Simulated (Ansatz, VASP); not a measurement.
# Ge in VASP and in Ansatz

```xyz
2
Lattice="1.4003 -2.4417 0.0000 1.4003 2.4417 0.0000 0.0000 0.0000 5.3386" Properties=species:S:1:pos:R:3 pbc="T T T"
Ge    1.4003   -0.8133    1.3347
Ge    1.4003    0.8133    4.0040
```

Alike in both runs: task single point; functional PBEsol; k mesh 20 × 20 × 12; occupations gaussian, width 0.15 eV; no spin polarisation.

```csv
,VASP,Ansatz
version,VASP 6.6.1,Ansatz 0.2.0
potentials or method,"VASP PAW PBE potentials, release 64 (Ge_d), cutoff 520 eV","scalar-relativistic, plane waves, PAW"
valence electrons in the cell,28,28
```

Ansatz gave:

| Property | Result |
| --- | --- |
| gap on the k mesh at the Fermi level (eV) | none |
| pressure (GPa) | 1.8 |
| traceless stress, the component that is largest in VASP (GPa) | -5.63 |

Task: What did VASP give for the same quantities?

Result: gap on the k mesh at the Fermi level (eV): none; pressure (GPa): 1.9; traceless stress, the component that is largest in VASP (GPa): -5.64.

VASP's potentials were made for PBE, not for PBEsol. A gap of «none» marks a metal or a gap that the smearing closes.
